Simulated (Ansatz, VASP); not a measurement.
One calculation of Si, two programs

The input INCAR:

```
SYSTEM = Si
PREC = Accurate
ENCUT = 520
EDIFF = 1E-7
ISMEAR = 0
SIGMA = 0.15
LREAL = .False.
LASPH = .True.
NELM = 100
ALGO = Normal
ISIF = 2
LWAVE = .False.
LCHARG = .False.
GGA = CA
NBANDS = 8
```

KPOINTS

```
Automatic mesh
0
Gamma
  24 24 20
  0 0 0
```

POSCAR

```
Si
1.0
    2.4895156742      0.0000000000      0.0000000000
   -1.2447578371      2.1559838169      0.0000000000
    0.0000000000      0.0000000000      2.4663543900
Si
1
Direct
    0.0000000000      0.0000000000      0.0000000000
```

Input for Ansatz:

```yaml
crystal:
  lattice:
    - [2.4895156742, 0.0, 0.0]
    - [-1.2447578371, 2.1559838169, 0.0]
    - [0.0, 0.0, 2.46635439]
  atoms:
    - { symbol: Si, position: [0.0, 0.0, 0.0] }
basis:
  ecutwfc: 420
kpoints:
  mp_grid: { grid: [24, 24, 20] }
hamiltonian:
  xc: lda
scf:
  occupations: { method: gaussian, width: 0.15 }
output:
  forces: true
  stress: true
  eigenvalues: true
```

Change from the starting cell: strain -0.050 along x and y, +0.000 along z, atoms carried along.

Alike in both runs: task single point; functional LDA; k mesh 24 × 24 × 20; occupations gaussian, width 0.15 eV; no spin polarisation.

|  | VASP | Ansatz |
| --- | --- | --- |
| version | VASP 6.6.1 | Ansatz 0.2.0 |
| potentials or method | VASP PAW LDA potentials, release 64 (Si), cutoff 520 eV | scalar-relativistic, plane waves, PAW |
| valence electrons in the cell | 4 | 4 |

Ansatz gave:

* gap on the k mesh at the Fermi level (eV): none
* pressure (GPa): 13.6
* traceless stress, the component that is largest in VASP (GPa): -10.43

Problem. Estimate VASP's values.

Solution. gap on the k mesh at the Fermi level (eV): none; pressure (GPa): 13.7; traceless stress, the component that is largest in VASP (GPa): -10.41.

LDA's correlation is that of Perdew and Zunger in VASP and of Perdew and Wang (1992) in Ansatz. A gap of «none» marks a metal or a gap that the smearing closes.
